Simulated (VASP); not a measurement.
# SnSe (F-43m) in VASP: a series of runs

The runs below take SnSe through single point, with PBE-based screened hybrid with 25 % exact exchange, PBE0.

Everything below comes from runs of VASP 6.6.1. Logs are shortened: lines on timing, memory, paths and dates and some standing lists are left out, and cuts for length are marked.

### 1 The cell of the first run

It takes space group F-43m (No. 216, cubic). Conventional cell: a = 6.729 Å, b = 6.729 Å, c = 6.729 Å, α = 90.00°, β = 90.00°, γ = 90.00°. Sn (site symmetry -43m) has 4 Se at 2.91 Å within 3.8 Å. Se (site symmetry -43m) has 4 Sn at 2.91 Å within 3.8 Å.

### 2 Single point, PBE-based screened hybrid with 25 % exact exchange

File POSCAR:

```
SnSe
1.0
    0.0000000000      3.3645988723      3.3645988723
    3.3645988723      0.0000000000      3.3645988723
    3.3645988723      3.3645988723      0.0000000000
Sn Se
1 1
Direct
    0.0000000000      0.0000000000      0.0000000000
    0.7500000000      0.7500000000      0.7500000000
```

File INCAR.step1:

```
SYSTEM = SnSe
PREC = Accurate
ENCUT = 520
EDIFF = 1E-5
ISMEAR = -1
SIGMA = 0.05
LREAL = .FALSE.
LASPH = .TRUE.
NELM = 80
ALGO = Normal
ISIF = 2
LWAVE = .TRUE.
NBANDS = 17
GGA = PE
```

File INCAR.step2:

```
SYSTEM = SnSe
PREC = Accurate
ENCUT = 520
EDIFF = 1E-6
ISMEAR = -1
SIGMA = 0.05
LREAL = .FALSE.
LASPH = .TRUE.
NELM = 80
ALGO = Normal
ISIF = 2
LWAVE = .FALSE.
LCHARG = .TRUE.
GGA = PE
LHFCALC = .TRUE.
AEXX = 0.25
HFSCREEN = 0.3
PRECFOCK = Normal
LELF = .TRUE.
LVHAR = .TRUE.
NBANDS = 17
ISTART = 1
```

File KPOINTS:

```
regular mesh
0
G
  4 4 4
  0 0 0
```

Potentials or basis: VASP PAW PBE potentials, release 64 (Sn_d, Se).

Started as:

```sh
$ cat potpaw_PBE.64/Sn_d/POTCAR potpaw_PBE.64/Se/POTCAR > POTCAR
$ cp INCAR.step1 INCAR
$ mpirun -np 1 vasp_std > vasp.out
$ cp INCAR.step2 INCAR
$ mpirun -np 1 vasp_std > vasp.out
```

OUTCAR:

```text
SYSTEM = SnSe
   PREC = Accurate
   ENCUT = 520
   EDIFF = 1E-6
   ISMEAR = -1
   LREAL = .FALSE.
   LASPH = .TRUE.
   NELM = 80
   ISIF = 2
   GGA = PE
   LHFCALC = .TRUE.
   AEXX = 0.25
   HFSCREEN = 0.3
   PRECFOCK = Normal
   ISTART = 1

 ion  position               nearest neighbor table
   1  0.000  0.000  0.000-   2 2.91   2 2.91   2 2.91   2 2.91
   2  0.750  0.750  0.750-   1 2.91   1 2.91   1 2.91   1 2.91

  LATTYP: Found a face centered cubic cell.
 ALAT       =     6.7291977446

  Lattice vectors:

 A1 = (   0.0000000000,   3.3645988723,   3.3645988723)
 A2 = (   3.3645988723,   0.0000000000,   3.3645988723)
 A3 = (   3.3645988723,   3.3645988723,   0.0000000000)

Analysis of symmetry for initial positions (statically):
=====================================================================
 Subroutine PRICEL returns:
 Original cell was already a primitive cell.

 Routine SETGRP: Setting up the symmetry group for a
 face centered cubic supercell.

 Subroutine GETGRP returns: Found 24 space group operations
 (whereof 24 operations were pure point group operations)
 out of a pool of 48 trial point group operations.

The static configuration has the point symmetry T_d .

Analysis of symmetry for dynamics (positions and initial velocities):
=====================================================================
 Subroutine PRICEL returns:
 Original cell was already a primitive cell.

 Routine SETGRP: Setting up the symmetry group for a
 face centered cubic supercell.

 Subroutine GETGRP returns: Found 24 space group operations
 (whereof 24 operations were pure point group operations)
 out of a pool of 48 trial point group operations.

The dynamic configuration has the point symmetry T_d .

 Subroutine INISYM returns: Found 24 space group operations
 (whereof 24 operations are pure point group operations),
 and found     1 'primitive' translations

----------------------------------------------------------------------------------------

                                     Primitive cell

  volume of cell :      76.1781

  direct lattice vectors                    reciprocal lattice vectors
     0.000000000  3.364598872  3.364598872    -0.148606125  0.148606125  0.148606125
     3.364598872  0.000000000  3.364598872     0.148606125 -0.148606125  0.148606125
     3.364598872  3.364598872  0.000000000     0.148606125  0.148606125 -0.148606125

  length of vectors
     4.758261357  4.758261357  4.758261357     0.257393359  0.257393359  0.257393359

  position of ions in fractional coordinates (direct lattice)
     0.000000000  0.000000000  0.000000000
     0.750000000  0.750000000  0.750000000

  ion indices of the primitive-cell ions
   primitive index   ion index
                 1           1
                 2           2

----------------------------------------------------------------------------------------

 KPOINTS: regular mesh

Automatic generation of k-mesh.
 Grid dimensions read from file:
 generate k-points for:    4    4    4

 Generating k-lattice:

  Cartesian coordinates                     Fractional coordinates (reciprocal lattice)
    -0.037151531  0.037151531  0.037151531     0.250000000  0.000000000  0.000000000
     0.037151531 -0.037151531  0.037151531     0.000000000  0.250000000  0.000000000
     0.037151531  0.037151531 -0.037151531     0.000000000  0.000000000  0.250000000

  Length of vectors
     0.064348340  0.064348340  0.064348340

  Shift w.r.t. Gamma in fractional coordinates (k-lattice)
     0.000000000  0.000000000  0.000000000

 Subroutine IBZKPT returns following result:
 ===========================================

 Found      8 irreducible k-points:

 Following reciprocal coordinates:
            Coordinates               Weight
  0.000000  0.000000  0.000000      1.000000
  0.250000  0.000000  0.000000      8.000000
  0.500000  0.000000  0.000000      4.000000
  0.250000  0.250000  0.000000      6.000000
  0.500000  0.250000  0.000000     24.000000
 -0.250000  0.250000  0.000000     12.000000
  0.500000  0.500000  0.000000      3.000000
 -0.250000  0.500000  0.250000      6.000000
   k-points           NKPTS =      8   k-points in BZ     NKDIM =     64   number of bands    NBANDS=     17
   number of dos      NEDOS =    301   number of ions     NIONS =      2
   total plane-waves  NPLWV =  46656
   dimension x,y,z NGX =    36 NGY =   36 NGZ =   36
   dimension x,y,z NGXF=    72 NGYF=   72 NGZF=   72
   ions per type =               1   1
   NGX,Y,Z   is equivalent  to a cutoff of  12.58, 12.58, 12.58 a.u.
   NGXF,Y,Z  is equivalent  to a cutoff of  25.16, 25.16, 25.16 a.u.
 SYSTEM =  SnSe
   PREC   = accura    normal or accurate (medium, high low for compatibility)
   ISTART =      1    job   : 0-new  1-cont  2-samecut
   ICHARG =      0    charge: 1-file 2-atom 10-const
   ISPIN  =      1    spin polarized calculation?
   LNONCOLLINEAR =      F non collinear calculations
   LSORBIT =      F    spin-orbit coupling
   LASPH  =      T    aspherical Exc in radial PAW
   ENCUT  =  520.0 eV  38.22 Ry    6.18 a.u.   8.85  8.85  8.85*2*pi/ulx,y,z
   NELM   =     80;   NELMIN=  2; NELMDL=  0     # of ELM steps
   EDIFF  = 0.1E-05   stopping-criterion for ELM
   LREAL  =      F    real-space projection
   EDIFFG = 0.1E-04   stopping-criterion for IOM
   NSW    =      0    number of steps for IOM
   IBRION =     -1    ionic relax: 0-MD 1-quasi-New 2-CG
   NFREE  =      0    steps in history (QN), initial steepest desc. (CG)
   ISIF   =      2    stress and relaxation
   ISYM   =      3    0-nonsym 1-usesym 2-fastsym
   POTIM  = 0.5000    time-step for ionic-motion
   TEBEG  =    0.0;   TEEND  =   0.0 temperature during run
   PSTRESS=    0.0 pullay stress
   NELECT =      20.0000    total number of electrons
   NUPDOWN=      -1.0000    fix difference up-down
   EMIN   =  10.00;   EMAX   =-10.00  energy-range for DOS
   EFERMI =   0.00;   METHOD = LEGACY
   ISMEAR =    -1;   SIGMA  =   0.05  broadening in eV -4-tet -1-fermi 0-gaus
   EFERMI_NEDOS =   21; number of points for ismear=-14 and -15
   IALGO  =     38    algorithm
   IMIX   =      1    mixing-type and parameters
     AMIX     =   0.40;   BMIX     =  1.00
     AMIX_MAG =   1.60;   BMIX_MAG =  1.00
  volume/ion in A,a.u.               =      38.09       257.04
  Fermi-wavevector in a.u.,A,eV,Ry     =   1.048274  1.980951 14.951152  1.098879
  Thomas-Fermi vector in A             =   2.183189
   LORBIT       =      0    0 simple, 1 ext, 2 COOP (PROOUT), +10 PAW based schemes
   GGA     = PE    functional components
   LHFCALC =     T    Hartree Fock is set to
   PRECFOCK=normal    Normal, Fast or Accurate (Low or Medium for compatibility)
   ENCUT4O =  -1.0   cutoff for four orbital integrals eV
   NKREDX  =     1    reduce k-point grid by
   NKREDY  =     1    reduce k-point grid by
   NKREDZ  =     1    reduce k-point grid by
   AEXX    =    0.2500 exact exchange contribution
   HFSCREEN=    0.3000 screening length (either q_TF or 0.3 A-1)
   HFSCREENC=   0.3000 screening length for correlation (either q_TF or 0.3 A-1)
   ENCUTFOCK=  -1.0 apply spherical cutoff to Coloumb kernel
   IVDW    =     0    specifies the selected vdW correction
   LEPSILON=     F    determine dielectric tensor
   LRPA    =     F    only Hartree local field effects (RPA)
 non-spin polarized calculation
  energy-cutoff  :      520.00
  volume of cell :       76.18
 maximum number of plane-waves:      2085
  NGX = 28; NGY = 28; NGZ = 28

 number of electron      20.0000008 magnetization

 Free energy of the ion-electron system (eV)
  ---------------------------------------------------
  ext. energy  EPLUGINS =         0.00000000
  ---------------------------------------------------
  free energy    TOTEN  =        -8.91158854 eV

  energy without entropy =       -8.90679867  energy(sigma->0) =       -8.90919360

 E-fermi :   2.9908     XC(G=0):  -6.7227

 val. band max:        2.8707173045   @ k =  -0.2500   0.5000   0.2500
 cond. band min:       3.0715558887   @ k =   0.5000   0.5000   0.0000
 fundamental gap:      0.2008385842
 Fermi energy:         2.9908320428

 k-point     1 :       0.0000    0.0000    0.0000
  band No.  band energies     occupation
      1     -21.0764      2.00000
      2     -21.0764      2.00000
      3     -21.0764      2.00000
      4     -21.0604      2.00000
      5     -21.0604      2.00000
      6     -11.7455      2.00000
[... 9 lines left out ...]
     16      10.7680      0.00000
     17      11.9073      0.00000

 k-point     2 :       0.2500    0.0000    0.0000
  band No.  band energies     occupation
      1     -21.0780      2.00000
      2     -21.0747      2.00000
      3     -21.0747      2.00000
      4     -21.0602      2.00000
      5     -21.0602      2.00000
      6     -11.5076      2.00000
[... 9 lines left out ...]
     16       9.9921      0.00000
     17      11.4434      0.00000

 k-point     3 :       0.5000    0.0000    0.0000
  band No.  band energies     occupation
      1     -21.0796      2.00000
      2     -21.0733      2.00000
      3     -21.0733      2.00000
      4     -21.0598      2.00000
      5     -21.0598      2.00000
      6     -11.2306      2.00000
[... 9 lines left out ...]
     16      11.2225      0.00000
     17      11.2225      0.00000

 k-point     4 :       0.2500    0.2500    0.0000
  band No.  band energies     occupation
      1     -21.0807      2.00000
      2     -21.0728      2.00000
      3     -21.0728      2.00000
      4     -21.0614      2.00000
      5     -21.0593      2.00000
      6     -11.4259      2.00000
[... 9 lines left out ...]
     16      11.4873      0.00000
     17      13.4450      0.00000

 k-point     5 :       0.5000    0.2500    0.0000
  band No.  band energies     occupation
      1     -21.0818      2.00000
      2     -21.0716      2.00000
      3     -21.0711      2.00000
      4     -21.0613      2.00000
      5     -21.0591      2.00000
      6     -11.1422      2.00000
[... 9 lines left out ...]
     16      11.5724      0.00000
     17      12.5339      0.00000

 k-point     6 :      -0.2500    0.2500    0.0000
  band No.  band energies     occupation
      1     -21.0799      2.00000
      2     -21.0727      2.00000
      3     -21.0727      2.00000
      4     -21.0603      2.00000
      5     -21.0600      2.00000
      6     -11.2386      2.00000
[... 9 lines left out ...]
     16      11.1269      0.00000
     17      12.5719      0.00000

 k-point     7 :       0.5000    0.5000    0.0000
  band No.  band energies     occupation
      1     -21.0850      2.00000
      2     -21.0692      2.00000
      3     -21.0692      2.00000
      4     -21.0626      2.00000
      5     -21.0582      2.00000
      6     -11.0451      2.00000
[... 9 lines left out ...]
     16      12.7871      0.00000
     17      12.7872      0.00000

 k-point     8 :      -0.2500    0.5000    0.2500
  band No.  band energies     occupation
      1     -21.0822      2.00000
      2     -21.0721      2.00000
      3     -21.0693      2.00000
      4     -21.0614      2.00000
      5     -21.0593      2.00000
      6     -11.0414      2.00000
[... 9 lines left out ...]
     16      12.1024      0.00000
     17      12.3851      0.00000

------------------------ aborting loop because EDIFF is reached ----------------------------------------

  FORCE on cell =-STRESS in cart. coord.  units (eV):
  Direction    XX          YY          ZZ          XY          YZ          ZX
  --------------------------------------------------------------------------------------
  -------------------------------------------------------------------------------------
  Total       -0.0176777     -0.0176777     -0.0176777     -0.0000000     -0.0000000      0.0000000
  in kB       -0.3717975     -0.3717975     -0.3717975     -0.0000000     -0.0000000      0.0000000
  external PRESSURE =      -0.3717975 kB  Pullay stress =       0.0000000 kB

 VOLUME and BASIS-vectors are now :
 -----------------------------------------------------------------------------
  energy-cutoff  :      520.00
  volume of cell :       76.18
      direct lattice vectors                 reciprocal lattice vectors
     0.000000000  3.364598872  3.364598872    -0.148606125  0.148606125  0.148606125
     3.364598872  0.000000000  3.364598872     0.148606125 -0.148606125  0.148606125
     3.364598872  3.364598872  0.000000000     0.148606125  0.148606125 -0.148606125

 POSITION                                       TOTAL-FORCE (eV/Angst)
 -----------------------------------------------------------------------------------
      0.00000      0.00000      0.00000         0.000000      0.000000      0.000000
      5.04690      5.04690      5.04690        -0.000000     -0.000000     -0.000000
 -----------------------------------------------------------------------------------
    total drift:                               -0.000000     -0.000002      0.000001

  FREE ENERGIE OF THE ION-ELECTRON SYSTEM (eV)
  ---------------------------------------------------
  free  energy   TOTEN  =        -8.9115885398 eV

  energy  without entropy=       -8.9067986658  energy(sigma->0) =       -8.90919360
```

Run time: 34 min. Hardware: 1 thread of Intel Xeon 8259CL, shared host; peak memory 0.32 GiB.

Results:

* Free energy: -8.9116 eV
* Pressure: 0.0 GPa
* Band gap on the k mesh: 0.20 eV (least direct gap 0.92 eV)

Caveat: the PAW data sets were made with another functional, which shifts forces and pressure a little; spin-orbit coupling is left out, which moves the levels of the heavy elements.

[end of part 1 of 2]
